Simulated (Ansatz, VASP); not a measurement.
Two plane-wave programs on NaH3

```xyz
8
Lattice="1.5670 -0.0003 -4.2638 0.0368 -4.5411 0.0124 -6.2518 2.3224 0.0449" Properties=species:S:1:pos:R:3 pbc="T T T"
Na    0.4148   -1.1352   -1.0538
Na    1.2136   -3.4122   -3.1803
H    -1.6042    0.7903   -4.2151
H     0.7334   -3.4018   -0.9382
H    -2.2001   -1.1620   -2.4592
H    -2.4810   -1.0534   -1.7680
H    -3.0644   -3.0035   -0.0057
H     0.8998   -1.1432   -3.2957
```

Change from the starting cell: cell x1, atoms moved at random (sigma 0.1 Å) and cell strained at random (1.5 %), then relaxed without symmetry.

Alike in both runs: functional PBE; k mesh 4 × 4 × 4; occupations gaussian, width 0.1 eV; no spin polarisation.

Ansatz relaxed the structure, and its values are those at the end. VASP's run is a single point on that final structure, the one shown.

|  | VASP | Ansatz |
| --- | --- | --- |
| version | VASP 6.6.1 | Ansatz 0.2.0 |
| potentials or method | VASP PAW PBE potentials, release 64 (Na_pv, H), cutoff 500 eV | scalar-relativistic, plane waves, PAW |
| valence electrons in the cell | 20 | 24 |

|  | VASP | Ansatz | Ansatz less VASP |
| --- | --- | --- | --- |
| gap on the k mesh at the Fermi level (eV) | 2.94 | 2.94 | 0.000 |
| least direct gap on the mesh (eV) | 3.56 | 3.56 | +0.001 |
| pressure (GPa) | -0.1 | 0.0 | +0.14 |
| rms of the force components (eV/Å) | 0.007 | 0.007 | -0.0001 |

VASP's potentials hold 20 valence electrons a cell and Ansatz's 24, so a difference there can come from the potentials and not from the codes.
